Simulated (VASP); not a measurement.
Wanted: the native input for a VASP 6.6.1 run.

* Task: single point
* Functional: PBE
* Potentials or basis: VASP PAW PBE potentials, release 64 (O, H, N)
* Cutoff: 520 eV
* k mesh: 1 × 1 × 1
* Occupations: fermi-dirac, width 0.02 eV
* Spin: no spin polarisation
* Dipole correction: no
* Further INCAR settings: ALGO = Normal; EDIFF = 1e-06; NBANDS = 45

The structure of H15NO6 lies in POSCAR:

```
H15NO6
1.0
    5.5955750000      0.0000000000      0.0000000000
    0.0000000000      5.5955750000      0.0000000000
    0.0000000000      0.0000000000      5.5955750000
O H N
6 15 1
Direct
    0.7285220911      0.5031475764      1.0467199528
    0.3184838019      0.1964051952      0.2012840503
    0.1808393239      0.6685282567      0.2526639353
    0.9265178288      0.9839382012      0.8597865277
    0.6832184360     -0.0598329930      0.2633688227
    1.0824624815      0.2749672732      0.5557427074
    0.6538023349      0.3435214433      1.0516881643
    0.6292472177      0.5938799855      0.8984956863
    0.2055731538      0.1587683125      0.0753452505
    0.2478208227      0.1706705745      0.3628938938
    0.2637083767      0.5120117235      0.2427811262
    0.0665704597      0.6446879901      0.1193621746
    0.8464188220      0.9167779898      0.7183354704
    0.8011151669      0.9508763621      0.9844922104
    0.5318309557      0.0249661563      0.2424415721
    0.6484945694     -0.2322370802      0.2072709239
    1.0214499850      0.4173655076      0.4779133512
    0.9774509322      0.2027494940      0.6745508728
    0.4475858156      0.8618417231      0.6345549832
    0.3281878985      0.5867493510      0.6647038061
    0.3360691261      0.7753269324      0.8784083852
    0.4356299397      0.7243938291      0.7380474750
```

One way to write it, as run:

INCAR

```
SYSTEM = H15NO6
PREC = Accurate ; ENCUT = 520
EDIFF = 1E-6 ; ISMEAR = -1
SIGMA = 0.02 ; LREAL = .False.
LASPH = .True. ; NELM = 120
ALGO = Normal ; ISIF = 2
LWAVE = .False. ; LCHARG = .True.
GGA = PE ; LELF = .True.
LVHAR = .True. ; NBANDS = 45
GGA_COMPAT = .False.
```

KPOINTS

```
Automatic mesh
0
Gamma
  1 1 1
  0 0 0
```

Potentials or basis: VASP PAW PBE potentials, release 64 (O, H, N).

Command:

```sh
$ cat potpaw_PBE.64/O/POTCAR potpaw_PBE.64/H/POTCAR potpaw_PBE.64/N/POTCAR > POTCAR
$ mpirun -np 1 vasp_gam > vasp.out
```

It gave:

```json
{
 "Pressure": "3.0 GPa",
 "Largest force": "3.766 eV/Å"
}
```

Caveat: the k points lie up to 1.12 Å⁻¹ apart, too coarse for converged energies, forces and pressures; the atoms stand as in a frame of molecular dynamics.

Wall time 31 s on 1 thread of Intel Xeon 8259CL (shared host), peak memory 0.21 GiB.
